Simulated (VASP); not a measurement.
Input of a VASP 6.6.1 run:

File INCAR:

```
SYSTEM = NaAl5O2
PREC = Accurate
ENCUT = 520
EDIFF = 1E-6
ISMEAR = 0
SIGMA = 0.2
LREAL = .False.
LASPH = .True.
NELM = 60
ALGO = Normal
ISIF = 2
LWAVE = .False.
LCHARG = .False.
GGA = PE
NBANDS = 27
```

The input KPOINTS:

```
Automatic mesh
0
Gamma
  6 6 2
  0 0 0
```

File POSCAR:

```
NaAl5O2
1.0
    2.8936375629      0.0000000000      0.0000000000
   -1.4468187814      2.5059636388      0.0000000000
    0.0000000000      0.0000000000     14.6434692788
Na Al O
1 5 2
Direct
    0.0000000000      0.0000000000      0.0000000000
    0.6666666667      0.3333333333      0.1860297942
    0.6666666667      0.3333333333      0.8139702058
    0.0000000000      0.0000000000      0.6622931853
    0.0000000000      0.0000000000      0.3377068147
    0.3333333333      0.6666666667      0.5000000000
    0.3333333333      0.6666666667      0.1150796401
    0.3333333333      0.6666666667      0.8849203599
```

Potentials or basis: VASP PAW PBE potentials, release 64 (Na_pv, Al, O).

Command:

```sh
$ cat potpaw_PBE.64/Na_pv/POTCAR potpaw_PBE.64/Al/POTCAR potpaw_PBE.64/O/POTCAR > POTCAR
$ mpirun -np 1 vasp_std > vasp.out
```

Problem. What does it give for the band gap on the k mesh?

Solution. Zero (band 17 reaches 9.94 eV, above the bottom of band 18 at 6.69 eV).

Problem. Estimate the pressure.

Solution. 0.1 GPa.

Problem. Estimate the largest force.

Solution. 0.091 eV/Å.

Stress tensor (GPa, compression positive):
```
0.12 0.00 0.00
0.00 0.12 0.00
0.00 0.00 0.02
```

Caveat: the k points lie up to 0.42 Å⁻¹ apart.
